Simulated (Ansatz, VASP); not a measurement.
## Two plane-wave programs on PbSe

The input POSCAR:

```
PbSe
1.0
    0.0000000000      3.0331987455      3.0331987455
    3.0331987455      0.0000000000      3.0331987455
    3.0331987455      3.0331987455      0.0000000000
Pb Se
1 1
Direct
    0.0000000000      0.0000000000      0.0000000000
    0.5000000000      0.5000000000      0.5000000000
```

INCAR.step1

```
PREC = Accurate
ENCUT = 520
ISMEAR = 0
SIGMA = 0.01
LREAL = False
LASPH = True
NELM = 100
NBANDS = 17
GGA = PE
ALGO = Normal
EDIFF = 1E-4
LWAVE = True
LCHARG = False
```

File INCAR.step2:

```
PREC = Accurate
ENCUT = 520
EDIFF = 1E-6
ISMEAR = 0
SIGMA = 0.01
LREAL = False
LASPH = True
NELM = 100
ALGO = Normal
ISIF = 2
LWAVE = False
LCHARG = False
METAGGA = R2SCAN
LMIXTAU = True
NBANDS = 17
ISTART = 1
```

KPOINTS

```
regular mesh
0
Gamma
  6 6 6
```

Input for Ansatz:

```yaml
crystal:
  lattice:
    - [0.0, 3.033198745469003, 3.033198745469003]
    - [3.033198745469003, 0.0, 3.033198745469003]
    - [3.033198745469003, 3.033198745469003, 0.0]
  atoms:
    - { symbol: Pb, position: [0.0, 0.0, 0.0] }
    - { symbol: Se, position: [0.5, 0.5, 0.5] }
basis:
  ecutwfc: 503.410645550778
kpoints:
  mp_grid:
    grid: [6, 6, 6]
hamiltonian:
  xc: r2scan
scf:
  max_iter: 95
  convergence:
    dr2_threshold: 1.0e-09
  occupations:
    method: fixed
output:
  stress: true
```

Alike in both runs: task single point; functional r2SCAN; k mesh 6 × 6 × 6; no spin polarisation.

```csv
,VASP,Ansatz
version,VASP 6.6.1,Ansatz 0.2.0
potentials or method,"VASP PAW PBE potentials, release 64 (Pb_d, Se), cutoff 520 eV","plane waves, PAW"
occupations,"gaussian, width 0.01 eV",fixed
valence electrons in the cell,20,30
```

|  | VASP | Ansatz | Ansatz less VASP |
| --- | --- | --- | --- |
| pressure (GPa) | 3.2 | 3.1 | -0.01 |

VASP's potentials were made for PBE, not for r2SCAN. VASP's potentials hold 20 valence electrons a cell and Ansatz's 30, so a difference there can come from the potentials and not from the codes. Ansatz's warnings: stress scf threshold loose.

Neither program's run includes spin-orbit coupling.
